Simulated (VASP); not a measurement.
A run of VASP 6.6.1:

INCAR

```
SYSTEM = C
PREC = Accurate ; ENCUT = 1300
EDIFF = 1E-6 ; ISMEAR = -1
SIGMA = 0.05 ; LREAL = .False.
LASPH = .True. ; NELM = 120
ALGO = Normal ; ISIF = 2
LWAVE = .False. ; LCHARG = .False.
GGA = PS ; NBANDS = 11
GGA_COMPAT = .False.
```

Contents of KPOINTS:

```
Automatic mesh
0
Gamma
  13 13 13
  0 0 0
```

The input POSCAR:

```
C
1.0
    0.0000000000      1.7769231177      1.7769231177
    1.7769231177      0.0000000000      1.7769231177
    1.7769231177      1.7769231177      0.0000000000
C
2
Direct
    0.5000000000      0.5000000000      0.5000000000
    0.7500000000      0.7500000000      0.7500000000
```

Potentials or basis: VASP PAW PBE potentials, release 64 (C_h).

Launch:

```sh
$ cat potpaw_PBE.64/C_h/POTCAR > POTCAR
$ mpirun -np 1 vasp_std > vasp.out
```

Hardware: 1 thread of Intel(R) Xeon(R) 6975P-C (Granite Rapids) (shared host).

Problem. How long does it take, and how much memory?

Solution. It took 19 s on 1 thread of Intel(R) Xeon(R) 6975P-C (Granite Rapids), on a shared host, peak memory 0.17 GiB. Counts: scf iterations 11, k points 84.
